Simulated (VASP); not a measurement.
# Ba (Im-3m) in VASP: notebook

The runs below take Ba through single point, with PBEsol.

Everything below comes from runs of VASP 6.6.1. Logs are shortened: lines on timing, memory, paths and dates and some standing lists are left out, and cuts for length are marked.

## (1) The cell of the first run

Symmetry: Im-3m, No. 229, cubic system. The conventional cell has a = 5.000 Å, b = 5.000 Å, c = 5.000 Å, α = 90.00°, β = 90.00°, γ = 90.00°. Ba (site symmetry m-3m) has 14 Ba at 4.33 to 5.00 Å within 5.7 Å.

## (2) Single point, PBEsol

Contents of INCAR:

```
PREC = Accurate
ENCUT = 520
EDIFF = 1E-6
ISMEAR = 0
SIGMA = 0.15
LREAL = False
LASPH = True
NELM = 100
ALGO = Normal
ISIF = 2
LWAVE = False
LCHARG = True
GGA = PS
LELF = True
LVHAR = True
NBANDS = 11
```

Contents of KPOINTS:

```
regular mesh
0
Gamma
  14 14 14
```

Contents of POSCAR:

```
Ba
1.0
   -2.5000000000      2.5000000000      2.5000000000
    2.5000000000     -2.5000000000      2.5000000000
    2.5000000000      2.5000000000     -2.5000000000
Ba
1
Direct
    0.0000000000      0.0000000000      0.0000000000
```

Potentials or basis: VASP PAW PBE potentials, release 64 (Ba_sv).

Launch:

```console
cat potpaw_PBE.64/Ba_sv/POTCAR > POTCAR
mpirun -np 1 vasp_std > vasp.out
```

OUTCAR:

```text
PREC = Accurate
   ENCUT = 520
   EDIFF = 1E-6
   ISMEAR = 0
   LREAL = False
   LASPH = True
   NELM = 100
   ISIF = 2
   GGA = PS

 ion  position               nearest neighbor table
   1  0.000  0.000  0.000-

  LATTYP: Found a body centered cubic cell.
 ALAT       =     5.0000000000

  Lattice vectors:

 A1 = (  -2.5000000000,   2.5000000000,   2.5000000000)
 A2 = (   2.5000000000,  -2.5000000000,   2.5000000000)
 A3 = (   2.5000000000,   2.5000000000,  -2.5000000000)

Analysis of symmetry for initial positions (statically):
=====================================================================
 Subroutine PRICEL returns:
 Original cell was already a primitive cell.

 Routine SETGRP: Setting up the symmetry group for a
 body centered cubic supercell.

 Subroutine GETGRP returns: Found 48 space group operations
 (whereof 48 operations were pure point group operations)
 out of a pool of 48 trial point group operations.

The static configuration has the point symmetry O_h .

Analysis of symmetry for dynamics (positions and initial velocities):
=====================================================================
 Subroutine PRICEL returns:
 Original cell was already a primitive cell.

 Routine SETGRP: Setting up the symmetry group for a
 body centered cubic supercell.

 Subroutine GETGRP returns: Found 48 space group operations
 (whereof 48 operations were pure point group operations)
 out of a pool of 48 trial point group operations.

The dynamic configuration has the point symmetry O_h .

 Subroutine INISYM returns: Found 48 space group operations
 (whereof 48 operations are pure point group operations),
 and found     1 'primitive' translations

----------------------------------------------------------------------------------------

                                     Primitive cell

  volume of cell :      62.5000

  direct lattice vectors                    reciprocal lattice vectors
    -2.500000000  2.500000000  2.500000000     0.000000000  0.200000000  0.200000000
     2.500000000 -2.500000000  2.500000000     0.200000000  0.000000000  0.200000000
     2.500000000  2.500000000 -2.500000000     0.200000000  0.200000000  0.000000000

  length of vectors
     4.330127019  4.330127019  4.330127019     0.282842712  0.282842712  0.282842712

  position of ions in fractional coordinates (direct lattice)
     0.000000000  0.000000000  0.000000000
[... 81 lines left out ...]
   NFREE  =      0    steps in history (QN), initial steepest desc. (CG)
   ISIF   =      2    stress and relaxation
   ISYM   =      2    0-nonsym 1-usesym 2-fastsym
   POTIM  = 0.5000    time-step for ionic-motion
   TEBEG  =    0.0;   TEEND  =   0.0 temperature during run
   PSTRESS=    0.0 pullay stress
   NELECT =      10.0000    total number of electrons
   NUPDOWN=      -1.0000    fix difference up-down
   EMIN   =  10.00;   EMAX   =-10.00  energy-range for DOS
   EFERMI =   0.00;   METHOD = LEGACY
   ISMEAR =     0;   SIGMA  =   0.15  broadening in eV -4-tet -1-fermi 0-gaus
   EFERMI_NEDOS =   21; number of points for ismear=-14 and -15
   IALGO  =     38    algorithm
   IMIX   =      4    mixing-type and parameters
     AMIX     =   0.40;   BMIX     =  1.00
     AMIX_MAG =   1.60;   BMIX_MAG =  1.00
  volume/ion in A,a.u.               =      62.50       421.77
  Fermi-wavevector in a.u.,A,eV,Ry     =   0.888754  1.679501 10.747016  0.789883
  Thomas-Fermi vector in A             =   2.010225
   LORBIT       =      0    0 simple, 1 ext, 2 COOP (PROOUT), +10 PAW based schemes
   GGA     = PS    functional components
   LHFCALC =     F    Hartree Fock is set to
   AEXX    =    0.0000 exact exchange contribution
   IVDW    =     0    specifies the selected vdW correction
   LEPSILON=     F    determine dielectric tensor
   LRPA    =     F    only Hartree local field effects (RPA)
 non-spin polarized calculation
 Gauss-broadening in eV      SIGMA  =   0.15
  energy-cutoff  :      520.00
  volume of cell :       62.50
 maximum number of plane-waves:      1721
   NGX = 17   NGY = 17   NGZ = 17

 number of electron      10.0000000 magnetization

 number of electron       9.9999999 magnetization

 Free energy of the ion-electron system (eV)
  ---------------------------------------------------
  ext. energy  EPLUGINS =         0.00000000
  ---------------------------------------------------
  free energy    TOTEN  =        -2.14880694 eV

  energy without entropy =       -2.13525294  energy(sigma->0) =       -2.14202994

 E-fermi :   1.5564     XC(G=0):  -7.5322

 val. band max:        1.5302354601   @ k =   0.2143   0.2143   0.1429
 cond. band min:       1.5580376180   @ k =   0.3571   0.2857  -0.0000
 fundamental gap:      0.0278021578
 Fermi energy:         1.5563992965

 k-point     1 :       0.0000    0.0000    0.0000
  band No.  band energies     occupation
      1     -27.2825      2.00000
      2     -12.2087      2.00000
      3     -12.2087      2.00000
      4     -12.2087      2.00000
      5      -1.2109      2.00000
      6       3.3824      0.00000
      7       3.3824      0.00000
      8       3.3824      0.00000
      9       4.8281      0.00000
     10       4.8281      0.00000
     11       8.5244      0.00000
[... 309 lines left out ...]
 k-point    24 :       0.3571    0.2857   -0.0000
  band No.  band energies     occupation
      1     -27.2318      2.00000
      2     -12.5749      2.00000
      3     -12.5016      2.00000
      4     -12.2684      2.00000
      5       1.5580      0.98768
      6       2.0834      0.00000
      7       2.1968      0.00000
      8       4.9337      0.00000
      9       5.2336      0.00000
     10       6.3684      0.00000
     11       7.8842      0.00000

 [... further k-points ...]

------------------------ aborting loop because EDIFF is reached ----------------------------------------

  FORCE on cell =-STRESS in cart. coord.  units (eV):
  Direction    XX          YY          ZZ          XY          YZ          ZX
  --------------------------------------------------------------------------------------
  -------------------------------------------------------------------------------------
  Total       -0.2109771     -0.2109771     -0.2109771     -0.0000000     -0.0000000     -0.0000000
  in kB       -5.4083635     -5.4083635     -5.4083635     -0.0000000     -0.0000000     -0.0000000
  external PRESSURE =      -5.4083635 kB  Pullay stress =       0.0000000 kB

 VOLUME and BASIS-vectors are now :
 -----------------------------------------------------------------------------
  energy-cutoff  :      520.00
  volume of cell :       62.50
      direct lattice vectors                 reciprocal lattice vectors
    -2.500000000  2.500000000  2.500000000     0.000000000  0.200000000  0.200000000
     2.500000000 -2.500000000  2.500000000     0.200000000  0.000000000  0.200000000
     2.500000000  2.500000000 -2.500000000     0.200000000  0.200000000  0.000000000

 POSITION                                       TOTAL-FORCE (eV/Angst)
 -----------------------------------------------------------------------------------
      0.00000      0.00000      0.00000         0.000000     -0.000000      0.000000
 -----------------------------------------------------------------------------------
    total drift:                               -0.000000      0.000000      0.000000

  FREE ENERGIE OF THE ION-ELECTRON SYSTEM (eV)
  ---------------------------------------------------
  free  energy   TOTEN  =        -2.1488069418 eV

  energy  without entropy=       -2.1352529351  energy(sigma->0) =       -2.14202994
```

OSZICAR:

```text
N       E                     dE             d eps       ncg     rms          rms(c)
DAV:   1     0.556785716470E+02    0.55679E+02   -0.42271E+03  2288   0.747E+02
DAV:   2     0.654636514577E+00   -0.55024E+02   -0.53576E+02  2758   0.136E+02
DAV:   3    -0.206293638715E+01   -0.27176E+01   -0.27015E+01  2929   0.318E+01
DAV:   4    -0.214779410039E+01   -0.84858E-01   -0.84669E-01  3093   0.520E+00
DAV:   5    -0.214985694718E+01   -0.20628E-02   -0.20625E-02  2935   0.665E-01    0.159E+00
DAV:   6    -0.214906787789E+01    0.78907E-03   -0.34980E-03  2862   0.527E-01    0.940E-01
DAV:   7    -0.214870435778E+01    0.36352E-03   -0.53081E-03  2703   0.701E-01    0.415E-02
DAV:   8    -0.214880242107E+01   -0.98063E-04   -0.28875E-04  3632   0.916E-02    0.242E-02
DAV:   9    -0.214880655105E+01   -0.41300E-05   -0.41726E-06  2696   0.199E-02    0.432E-03
DAV:  10    -0.214880694179E+01   -0.39074E-06   -0.19303E-06  2401   0.880E-03
   1 F= -.21488069E+01 E0= -.21420299E+01  d E =-.135540E-01
```

Run time: 26 s. Hardware: 1 thread of Intel Xeon Platinum 8259CL at 2.50GHz (Skylake/Cascade Lake), shared host; peak memory 0.22 GiB.

Results:

```yaml
Free_energy: -2.1488 eV
Pressure: -0.5 GPa
Band_gap_on_the_k_mesh: zero (band 5 reaches 1.98 eV, above the bottom of band 6 at 1.01 eV)
```

Levels at points of the mesh, in eV from the Fermi level:
| k point | band 1 | band 2 | band 3 | band 4 | band 5 | band 6 | band 7 | band 8 | band 9 | band 10 |
| --- | --- | --- | --- | --- | --- | --- | --- | --- | --- | --- |
| (0.00, 0.00, 0.00) | -28.84 | -13.77 | -13.77 | -13.77 | -2.77 | 1.83 | 1.83 | 1.83 | 3.27 | 3.27 |
| (0.50, 0.00, 0.00) | -28.79 | -14.24 | -13.92 | -13.77 | -0.90 | 0.68 | 1.29 | 3.23 | 3.82 | 5.29 |
| (0.50, 0.50, 0.50) | -28.76 | -14.10 | -14.10 | -14.10 | -0.54 | -0.54 | 4.38 | 4.38 | 4.38 | 4.79 |

Caveat: the PAW data sets were made with another functional, which shifts forces and pressure a little; spin-orbit coupling is left out, which moves the levels of the heavy elements.

## (3) Single point, PBEsol

Contents of INCAR:

```
SYSTEM = Ba
ALGO = Normal
EDIFF = 1E-6
ENCUT = 520
GGA = PS
ISIF = 2
ISMEAR = 0
LASPH = .True.
LCHARG = .False.
LREAL = .False.
LWAVE = .False.
NBANDS = 11
NELM = 100
PREC = Accurate
SIGMA = 0.15
```

Contents of KPOINTS:

```
k-points
0
Gamma
  16 16 16
  0 0 0
```

POSCAR is that of step 2.

Potentials or basis: VASP PAW PBE potentials, release 64 (Ba_sv).

Launch:

```console
cat potpaw_PBE.64/Ba_sv/POTCAR > POTCAR
mpirun -np 1 vasp_std > vasp.out
```

Wall time 36 s (1 thread of Intel Xeon Platinum 8259CL at 2.50GHz (Skylake/Cascade Lake), shared host); peak memory 0.24 GiB.

Results (log left out):

```
Free energy            : -2.1488 eV
Pressure               : -0.5 GPa
Band gap on the k mesh : zero (band 5 reaches 2.09 eV, above the bottom of band 6 at 1.01 eV)
```

Levels at points of the mesh, in eV from the Fermi level:
| k point | band 1 | band 2 | band 3 | band 4 | band 5 | band 6 | band 7 | band 8 | band 9 | band 10 |
| --- | --- | --- | --- | --- | --- | --- | --- | --- | --- | --- |
| (0.00, 0.00, 0.00) | -28.84 | -13.77 | -13.77 | -13.77 | -2.77 | 1.82 | 1.82 | 1.82 | 3.27 | 3.27 |
| (0.50, 0.00, 0.00) | -28.80 | -14.24 | -13.92 | -13.77 | -0.91 | 0.68 | 1.29 | 3.23 | 3.82 | 5.29 |
| (0.50, 0.50, 0.50) | -28.76 | -14.10 | -14.10 | -14.10 | -0.54 | -0.54 | 4.38 | 4.38 | 4.38 | 4.78 |

Caveat: the PAW data sets were made with another functional, which shifts forces and pressure a little; spin-orbit coupling is left out, which moves the levels of the heavy elements.
